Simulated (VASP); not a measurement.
Wanted: the native input for a VASP 6.6.1 run.

| Property | Result |
| --- | --- |
| Task | single point |
| Functional | PBE |
| Dispersion | D3(BJ) |
| Potentials or basis | VASP PAW PBE potentials, release 64 (Pb_d, Se) |
| Cutoff | 520 eV |
| k mesh | 10 × 10 × 10 |
| Occupations | gaussian, width 0.03 eV |
| Spin | no spin polarisation |
| Dipole correction | no |
| Further INCAR settings | ALGO = Normal; EDIFF = 1e-07; NBANDS = 17 |

The structure of PbSe lies in POSCAR:

```
PbSe
1.0
    0.0000000000      3.1997226308      2.9533439882
    3.1997226308      0.0000000000      2.9533439882
    3.1997226308      3.1997226308      0.0000000000
Pb Se
1 1
Direct
    0.0000000000      0.0000000000      0.0000000000
    0.5000000000      0.5000000000      0.5000000000
```

This cell differs from its parent crystal: volume 30.237 Å^3 an atom, c/a of the conventional cell 0.9230.

One way to write it, as run:

INCAR

```
SYSTEM = PbSe
PREC = Accurate
ENCUT = 520
EDIFF = 1E-7
ISMEAR = 0
SIGMA = 0.03
LREAL = .False.
LASPH = .True.
NELM = 80
ALGO = Normal
ISIF = 2
LWAVE = .False.
LCHARG = .True.
GGA = PE
IVDW = 12
LELF = .True.
LVHAR = .True.
NBANDS = 17
```

KPOINTS

```
regular mesh
0
Gamma
  10 10 10
  0 0 0
```

Potentials or basis: VASP PAW PBE potentials, release 64 (Pb_d, Se).

Command:

```sh
$ cat potpaw_PBE.64/Pb_d/POTCAR potpaw_PBE.64/Se/POTCAR > POTCAR
$ mpirun -np 1 vasp_std > vasp.out
```

Results of the run:

- Pressure: -1.2 GPa
- Band gap on the k mesh: 0.28 eV, direct
- Dispersion energy per atom: -0.349 eV

Caveat: spin-orbit coupling is left out, which moves the levels of the heavy elements.

Wall time 42 s on 1 thread of AMD EPYC 9R45 96-Core Processor (Zen 5), with other jobs on the host, peak memory 0.24 GiB.
